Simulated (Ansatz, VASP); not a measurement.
## V4Si: VASP beside Ansatz

```xyz
5
Lattice="4.1470 0.0000 0.0000 -2.0735 3.5914 0.0000 0.0000 0.0000 4.6379" Properties=species:S:1:pos:R:3 pbc="T T T"
V     2.0735    0.0000    0.0000
V    -1.0367    1.7957    0.0000
V     1.0367    1.7957    0.0000
V     0.0000    0.0000    2.3190
Si    0.0000    0.0000    0.0000
```

Alike in both runs: task single point; functional PBE; k mesh 6 × 6 × 4; occupations gaussian, width 0.1 eV; collinear spin.

|  | VASP | Ansatz |
| --- | --- | --- |
| version | VASP 6.6.1 | Ansatz 0.2.0 |
| potentials or method | VASP PAW PBE potentials, release 64 (V_sv, Si), cutoff 520 eV | scalar-relativistic, plane waves, PAW |
| valence electrons in the cell | 56 | 56 |

Ansatz gave:

* gap on the k mesh at the Fermi level (eV): none
* net moment per atom (μB): 0.43
* size of the moment on the site where the two differ most (μB): 1.66

Which values does VASP return?

gap on the k mesh at the Fermi level (eV): none; net moment per atom (μB): 0.43; size of the moment on the site where the two differ most (μB): 1.89.

Site moments also hang on the region over which each program counts them. A gap of «none» marks a metal or a gap that the smearing closes.
